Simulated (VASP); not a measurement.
**NbRu3C: single point with PBEsol**

NbRu3C:

```
Ru Nb C
1.0
     3.96833    0.00000    0.00000
     0.00000    3.96833    0.00000
     0.00000    0.00000    3.96833
Ru Nb C
3 1 1
Cartesian
  1.9842 1.9842 0.0000
  1.9842 0.0000 1.9842
  0.0000 1.9842 1.9842
  0.0000 0.0000 0.0000
  1.9842 1.9842 1.9842
```

| Property | Result |
| --- | --- |
| Program | VASP 6.6.1 |
| Task | single point |
| Functional | PBEsol |
| Potentials or basis | VASP PAW PBE potentials, release 64 (Ru_pv, Nb_sv, C) |
| Cutoff | 520 eV |
| k mesh | 7 × 7 × 7 |
| Occupations | fermi-dirac, width 0.05 eV |
| Spin | no spin polarisation |

The pressure is 10.0 GPa.

Levels at points of the mesh, in eV from the Fermi level:
| k point | band 26 | band 27 | band 28 | band 29 | band 30 | band 31 | band 32 | band 33 |
| --- | --- | --- | --- | --- | --- | --- | --- | --- |
| (0.00, 0.00, 0.00) | -2.84 | -1.52 | -1.52 | 0.72 | 0.76 | 0.76 | 0.76 | 2.06 |

It took 53 s on 1 thread of Intel(R) Xeon(R) Platinum 8375C CPU @ 2.90GHz (Ice Lake) (shared host), peak memory 0.19 GiB.

Caveat: the PAW data sets were made with another functional, which shifts forces and pressure a little.
